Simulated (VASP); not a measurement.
Input of a VASP 6.6.1 run:

The input INCAR:

```
PREC = Accurate
ENCUT = 520
EDIFF = 1E-7
ISMEAR = 0
SIGMA = 0.1
LREAL = F
LASPH = T
NELM = 80
ALGO = Normal
ISIF = 2
LWAVE = F
LCHARG = F
GGA = PE
NBANDS = 8
```

KPOINTS

```
Automatic mesh
0
Gamma
  18 18 18
```

Contents of POSCAR:

```
Al
1.0
    0.0000000000      2.0208104607      2.0208104607
    2.0208104607      0.0000000000      2.0208104607
    2.0208104607      2.0208104607      0.0000000000
Al
1
Direct
    0.0000000000      0.0000000000      0.0000000000
```

Potentials or basis: VASP PAW PBE potentials, release 64 (Al).

Launch:

```sh
$ cat potpaw_PBE.64/Al/POTCAR > POTCAR
$ mpirun -np 1 vasp_std > vasp.out
```

Q: Estimate the pressure.

A: -0.1 GPa.
